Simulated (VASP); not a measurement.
# Zn (P6_3/mmc) in VASP: a series of runs

The runs below take Zn through single point, with PBE.

All numbers are computed with VASP 6.6.1; they aren't measurements. Logs are shortened: lines on timing, memory, paths and dates and some standing lists are left out, and cuts for length are marked.

## 1. The cell of the first run

The structure is hexagonal, space group P6_3/mmc (No. 194). Conventional cell: a = 2.632 Å, b = 2.632 Å, c = 5.110 Å, α = 90.00°, β = 90.00°, γ = 120.00°. Within 3.5 Å of Zn (site symmetry -6m2) lie 12 Zn at 2.63 to 2.97 Å.

## 2. Single point, PBE

Contents of INCAR:

```
PREC = Accurate
ENCUT = 500
EDIFF = 1E-6
ISMEAR = 0
SIGMA = 0.05
LREAL = False
LASPH = True
NELM = 120
ALGO = Normal
ISIF = 2
LWAVE = False
LCHARG = False
GGA = PE
NBANDS = 19
GGA_COMPAT = False
```

Contents of KPOINTS:

```
Automatic mesh
0
Gamma
  18 18 8
```

Contents of POSCAR:

```
Zn
1.0
    2.6324052540      0.0000000000      0.0000000000
   -1.3162026270      2.2797298231      0.0000000000
    0.0000000000      0.0000000000      5.1103790138
Zn
2
Direct
    0.3333333333      0.6666666667      0.7500000000
    0.6666666667      0.3333333333      0.2500000000
```

Potentials or basis: VASP PAW PBE potentials, release 64 (Zn).

Launch:

```bash
$ cat potpaw_PBE.64/Zn/POTCAR > POTCAR
$ mpirun -np 1 vasp_std > vasp.out
```

OUTCAR:

```text
PREC = Accurate
   ENCUT = 500
   EDIFF = 1E-6
   ISMEAR = 0
   LREAL = False
   LASPH = True
   NELM = 120
   ISIF = 2
   GGA = PE

 ion  position               nearest neighbor table
   1  0.333  0.667  0.750-   2 2.97   2 2.97   2 2.97   2 2.97   2 2.97   2 2.97
   2  0.667  0.333  0.250-   1 2.97   1 2.97   1 2.97   1 2.97   1 2.97   1 2.97

  LATTYP: Found a hexagonal cell.
 ALAT       =     2.6324052540
 C/A-ratio  =     1.9413344530

  Lattice vectors:

 A1 = (   2.6324052540,   0.0000000000,   0.0000000000)
 A2 = (  -1.3162026270,   2.2797298231,   0.0000000000)
 A3 = (   0.0000000000,   0.0000000000,   5.1103790138)

Analysis of symmetry for initial positions (statically):
=====================================================================
 Subroutine PRICEL returns:
 Original cell was already a primitive cell.

 Routine SETGRP: Setting up the symmetry group for a
 hexagonal supercell.

 Subroutine GETGRP returns: Found 24 space group operations
 (whereof 12 operations were pure point group operations)
 out of a pool of 24 trial point group operations.

The static configuration has the point symmetry D_3d.
 The point group associated with its full space group is D_6h.

Analysis of symmetry for dynamics (positions and initial velocities):
=====================================================================
 Subroutine PRICEL returns:
 Original cell was already a primitive cell.

 Routine SETGRP: Setting up the symmetry group for a
 hexagonal supercell.

 Subroutine GETGRP returns: Found 24 space group operations
 (whereof 12 operations were pure point group operations)
 out of a pool of 24 trial point group operations.

The dynamic configuration has the point symmetry D_3d.
 The point group associated with its full space group is D_6h.

 Subroutine INISYM returns: Found 24 space group operations
 (whereof 12 operations are pure point group operations),
 and found     1 'primitive' translations

----------------------------------------------------------------------------------------

                                     Primitive cell

  volume of cell :      30.6683

  direct lattice vectors                    reciprocal lattice vectors
     2.632405254  0.000000000  0.000000000     0.379880719  0.219324235  0.000000000
    -1.316202627  2.279729823  0.000000000     0.000000000  0.438648470  0.000000000
     0.000000000  0.000000000  5.110379014     0.000000000  0.000000000  0.195680202

  length of vectors
     2.632405254  2.632405254  5.110379014     0.438648470  0.438648470  0.195680202

  position of ions in fractional coordinates (direct lattice)
     0.333333333  0.666666667  0.750000000
     0.666666667  0.333333333  0.250000000

  ion indices of the primitive-cell ions
   primitive index   ion index
                 1           1
                 2           2

----------------------------------------------------------------------------------------

 KPOINTS: Automatic mesh

Automatic generation of k-mesh.
 Grid dimensions read from file:
 generate k-points for:   18   18    8

 Generating k-lattice:

  Cartesian coordinates                     Fractional coordinates (reciprocal lattice)
     0.021104484  0.012184680  0.000000000     0.055555556  0.000000000  0.000000000
     0.000000000  0.024369359  0.000000000     0.000000000  0.055555556  0.000000000
     0.000000000  0.000000000  0.024460025     0.000000000  0.000000000  0.125000000

  Length of vectors
     0.024369359  0.024369359  0.024460025

  Shift w.r.t. Gamma in fractional coordinates (k-lattice)
     0.000000000  0.000000000  0.000000000

 Subroutine IBZKPT returns following result:
 ===========================================

 Found    185 irreducible k-points:

 Following reciprocal coordinates:
            Coordinates               Weight
  0.000000  0.000000  0.000000      1.000000
  0.055556 -0.000000  0.000000      6.000000
  0.111111 -0.000000  0.000000      6.000000
  0.166667 -0.000000  0.000000      6.000000
  0.222222  0.000000  0.000000      6.000000
  0.277778  0.000000  0.000000      6.000000
[... 16 lines left out ...]
  0.333333  0.111111  0.000000     12.000000
  0.388889  0.111111  0.000000     12.000000
 [... further k-points ...]
   k-points           NKPTS =    185   k-points in BZ     NKDIM =    185   number of bands    NBANDS=     19
   number of dos      NEDOS =    301   number of ions     NIONS =      2
   total plane-waves  NPLWV =  16000
   dimension x,y,z NGX =    20 NGY =   20 NGZ =   40
   dimension x,y,z NGXF=    40 NGYF=   40 NGZF=   80
   ions per type =               2
   NGX,Y,Z   is equivalent  to a cutoff of  12.63, 12.63, 13.01 a.u.
   NGXF,Y,Z  is equivalent  to a cutoff of  25.26, 25.26, 26.02 a.u.
 SYSTEM =  unknown system
   PREC   = accura    normal or accurate (medium, high low for compatibility)
   ISTART =      0    job   : 0-new  1-cont  2-samecut
   ICHARG =      2    charge: 1-file 2-atom 10-const
   ISPIN  =      1    spin polarized calculation?
   LNONCOLLINEAR =      F non collinear calculations
   LSORBIT =      F    spin-orbit coupling
   LASPH  =      T    aspherical Exc in radial PAW
   ENCUT  =  500.0 eV  36.75 Ry    6.06 a.u.   4.80  4.80  9.32*2*pi/ulx,y,z
   NELM   =    120;   NELMIN=  2; NELMDL= -5     # of ELM steps
   EDIFF  = 0.1E-05   stopping-criterion for ELM
   LREAL  =      F    real-space projection
   EDIFFG = 0.1E-04   stopping-criterion for IOM
   NSW    =      0    number of steps for IOM
   IBRION =     -1    ionic relax: 0-MD 1-quasi-New 2-CG
   NFREE  =      0    steps in history (QN), initial steepest desc. (CG)
   ISIF   =      2    stress and relaxation
   ISYM   =      2    0-nonsym 1-usesym 2-fastsym
   POTIM  = 0.5000    time-step for ionic-motion
   TEBEG  =    0.0;   TEEND  =   0.0 temperature during run
   PSTRESS=    0.0 pullay stress
   NELECT =      24.0000    total number of electrons
   NUPDOWN=      -1.0000    fix difference up-down
   EMIN   =  10.00;   EMAX   =-10.00  energy-range for DOS
   EFERMI =   0.00;   METHOD = LEGACY
   ISMEAR =     0;   SIGMA  =   0.05  broadening in eV -4-tet -1-fermi 0-gaus
   EFERMI_NEDOS =   21; number of points for ismear=-14 and -15
   IALGO  =     38    algorithm
   IMIX   =      4    mixing-type and parameters
     AMIX     =   0.40;   BMIX     =  1.00
     AMIX_MAG =   1.60;   BMIX_MAG =  1.00
  volume/ion in A,a.u.               =      15.33       103.48
  Fermi-wavevector in a.u.,A,eV,Ry     =   1.508628  2.850894 30.966295  2.275958
  Thomas-Fermi vector in A             =   2.619057
   LORBIT       =      0    0 simple, 1 ext, 2 COOP (PROOUT), +10 PAW based schemes
   GGA     = PE    functional components
   LHFCALC =     F    Hartree Fock is set to
   AEXX    =    0.0000 exact exchange contribution
   IVDW    =     0    specifies the selected vdW correction
   LEPSILON=     F    determine dielectric tensor
   LRPA    =     F    only Hartree local field effects (RPA)
 non-spin polarized calculation
 Gauss-broadening in eV      SIGMA  =   0.05
  energy-cutoff  :      500.00
  volume of cell :       30.67
 maximum number of plane-waves:       799
 NGX is ok and might be reduce to    20
   NGX =  9   NGY =  9   NGZ = 19

 number of electron      23.9999998 magnetization

 Free energy of the ion-electron system (eV)
  ---------------------------------------------------
  ext. energy  EPLUGINS =         0.00000000
  ---------------------------------------------------
  free energy    TOTEN  =        -2.21984588 eV

  energy without entropy =       -2.21951794  energy(sigma->0) =       -2.21968191

 E-fermi :   3.0325     XC(G=0): -11.4972

 val. band max:        2.9649010439   @ k =   0.2222   0.0556   0.1250
 cond. band min:       3.0334477283   @ k =   0.0556   0.0556   0.2500
 fundamental gap:      0.0685466844
 Fermi energy:         3.0324619407

 k-point     1 :       0.0000    0.0000    0.0000
  band No.  band energies     occupation
      1      -7.3031      2.00000
      2      -5.6318      2.00000
      3      -4.9176      2.00000
      4      -4.6443      2.00000
      5      -4.6443      2.00000
      6      -4.6051      2.00000
[... 11 lines left out ...]
     18      22.7945      0.00000
     19      22.8467      0.00000

 k-point     2 :       0.0556   -0.0000    0.0000
  band No.  band energies     occupation
      1      -7.2086      2.00000
      2      -5.5870      2.00000
      3      -4.9058      2.00000
      4      -4.6556      2.00000
      5      -4.6216      2.00000
      6      -4.6163      2.00000
[... 11 lines left out ...]
     18      21.7772      0.00000
     19      23.6820      0.00000

 k-point     3 :       0.1111   -0.0000    0.0000
  band No.  band energies     occupation
      1      -6.9288      2.00000
      2      -5.4647      2.00000
      3      -4.8755      2.00000
      4      -4.6833      2.00000
      5      -4.6407      2.00000
      6      -4.5556      2.00000
[... 11 lines left out ...]
     18      20.9156      0.00000
     19      22.1776      0.00000

 k-point     4 :       0.1667   -0.0000    0.0000
  band No.  band energies     occupation
      1      -6.4796      2.00000
      2      -5.3063      2.00000
      3      -4.8432      2.00000
      4      -4.7154      2.00000
      5      -4.6323      2.00000
      6      -4.4846      2.00000
[... 11 lines left out ...]
     18      19.7404      0.00000
     19      20.5207      0.00000

 k-point     5 :       0.2222    0.0000    0.0000
  band No.  band energies     occupation
      1      -5.9192      2.00000
      2      -5.1976      2.00000
      3      -4.7983      2.00000
      4      -4.7120      2.00000
      5      -4.6668      2.00000
      6      -4.5229      2.00000
[... 11 lines left out ...]
     18      18.4716      0.00000
     19      19.1726      0.00000
[... 334 lines left out ...]
      2      -5.0842      2.00000
      3      -4.8397      2.00000
      4      -4.7442      2.00000
      5      -4.6940      2.00000
      6      -4.5367      2.00000
[... 11 lines left out ...]
     18      17.4323      0.00000
     19      18.2410      0.00000

 k-point    22 :       0.2778    0.1111    0.0000
  band No.  band energies     occupation
      1      -5.1904      2.00000
      2      -5.1230      2.00000
      3      -4.9472      2.00000
      4      -4.6174      2.00000
      5      -4.5938      2.00000
      6      -4.5063      2.00000
[... 11 lines left out ...]
     18      16.7899      0.00000
     19      18.1231      0.00000

 k-point    23 :       0.3333    0.1111    0.0000
  band No.  band energies     occupation
      1      -5.2436      2.00000
      2      -5.1633      2.00000
      3      -5.0234      2.00000
      4      -4.6380      2.00000
      5      -4.5313      2.00000
      6      -4.4439      2.00000
[... 11 lines left out ...]
     18      16.3059      0.00000
     19      17.8063      0.00000

 k-point    24 :       0.3889    0.1111    0.0000
  band No.  band energies     occupation
      1      -5.2860      2.00000
      2      -5.1969      2.00000
      3      -5.0684      2.00000
      4      -4.6659      2.00000
      5      -4.4777      2.00000
      6      -4.4749      2.00000
[... 11 lines left out ...]
     18      16.0059      0.00000
     19      17.5826      0.00000

 [... further k-points ...]
[... 5 lines left out ...]
  --------------------------------------------------------------------------------------
  -------------------------------------------------------------------------------------
  Total        0.0844625      0.0844625      0.0379375     -0.0000000      0.0000000      0.0000000
  in kB        4.4125032      4.4125032      1.9819400     -0.0000000      0.0000000      0.0000000
  external PRESSURE =       3.6023155 kB  Pullay stress =       0.0000000 kB

 VOLUME and BASIS-vectors are now :
 -----------------------------------------------------------------------------
  energy-cutoff  :      500.00
  volume of cell :       30.67
      direct lattice vectors                 reciprocal lattice vectors
     2.632405254  0.000000000  0.000000000     0.379880719  0.219324235  0.000000000
    -1.316202627  2.279729823  0.000000000     0.000000000  0.438648470  0.000000000
     0.000000000  0.000000000  5.110379014     0.000000000  0.000000000  0.195680202

 POSITION                                       TOTAL-FORCE (eV/Angst)
 -----------------------------------------------------------------------------------
     -0.00000      1.51982      3.83278         0.000000     -0.000000      0.000000
      1.31620      0.75991      1.27759        -0.000000      0.000000      0.000000
 -----------------------------------------------------------------------------------
    total drift:                                0.000000     -0.000000      0.000000

  FREE ENERGIE OF THE ION-ELECTRON SYSTEM (eV)
  ---------------------------------------------------
  free  energy   TOTEN  =        -2.2198458800 eV

  energy  without entropy=       -2.2195179381  energy(sigma->0) =       -2.21968191
```

Wall time 1.9 min (1 thread of Intel Xeon 8259CL, shared host); peak memory 0.21 GiB.

Results:

| Item | Value |
| --- | --- |
| Free energy | -2.2198 eV |
| Pressure | 0.4 GPa |
| Band gap on the k mesh | zero (band 12 reaches 4.81 eV, above the bottom of band 13 at -0.49 eV) |

## 3. Single point, PBE

Contents of INCAR:

```
SYSTEM = Zn
ALGO     = Normal         ! electronic algorithm
EDIFF    = 1E-6           ! SCF threshold, eV
ENCUT    = 520            ! plane-wave cutoff, eV
GGA      = PE             ! functional
ISIF     = 2              ! what is computed and relaxed
ISMEAR   = 0              ! smearing method
LASPH    = .True.         ! aspherical terms in the spheres
LCHARG   = .True.         ! write CHGCAR
LELF     = .True.         ! ELF
LREAL    = .False.        ! projectors in reciprocal space
LVHAR    = .True.       
LWAVE    = .False.        ! write WAVECAR
NBANDS   = 19             ! bands
NELM     = 60             ! most SCF steps
PREC     = Accurate       ! precision mode
SIGMA    = 0.05           ! smearing width, eV
```

Contents of KPOINTS:

```
k-points
0
Gamma
  18 18 8
  0 0 0
```

POSCAR is that of step 2.

Potentials or basis: VASP PAW PBE potentials, release 64 (Zn).

Launch:

```bash
$ cat potpaw_PBE.64/Zn/POTCAR > POTCAR
$ mpirun -np 1 vasp_std > vasp.out
```

It took 83 s on 1 thread of Intel Xeon Platinum 8259CL at 2.50GHz (Skylake/Cascade Lake), shared host; peak memory 0.2 GiB.

The run converged. Its results:

```
Free energy            : -2.2200 eV
Pressure               : 0.4 GPa
Band gap on the k mesh : zero (band 12 reaches 4.81 eV, above the bottom of band 13 at -0.49 eV)
```

Stress tensor (GPa, compression positive):
```
0.46 0.00 0.00
0.00 0.46 0.00
0.00 0.00 0.21
```

Levels at points of the mesh, in eV from the Fermi level:
```
           k point  band 10  band 11  band 12  band 13  band 14  band 15
(0.00, 0.00, 0.00)    -7.08    -7.08    -3.76    -3.52    12.12    15.96
(0.50, 0.00, 0.00)    -6.85    -2.65    -1.93     2.35     3.59     3.84
(0.00, 0.00, 0.50)    -7.16    -7.16    -7.16     3.77     3.77    19.45
(0.50, 0.00, 0.50)    -6.86    -1.76    -1.76     0.29     0.29     9.55
```
